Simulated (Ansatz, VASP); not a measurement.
Al: VASP beside Ansatz

```xyz
2
Lattice="2.9644 0.0000 0.0000 -1.4822 2.5672 0.0000 0.0000 0.0000 4.2076" Properties=species:S:1:pos:R:3 pbc="T T T"
Al    1.4822    0.8557    3.1557
Al    0.0000    1.7115    1.0519
```

Alike in both runs: task single point; functional r2SCAN; k mesh 30 × 30 × 14; occupations gaussian, width 0.15 eV; no spin polarisation.

|  | VASP | Ansatz |
| --- | --- | --- |
| version | VASP 6.6.1 | Ansatz 0.2.0 |
| potentials or method | VASP PAW PBE potentials, release 64 (Al), cutoff 520 eV | scalar-relativistic, plane waves, PAW |
| valence electrons in the cell | 6 | 6 |

```tsv
	VASP	Ansatz	Ansatz less VASP
gap on the k mesh at the Fermi level (eV)	none	none	-
pressure (GPa)	1.9	2.2	+0.32
traceless stress, the component that is largest in VASP (GPa)	8.39	8.43	+0.039
```

VASP's potentials were made for PBE, not for r2SCAN. A gap of «none» marks a metal or a gap that the smearing closes.
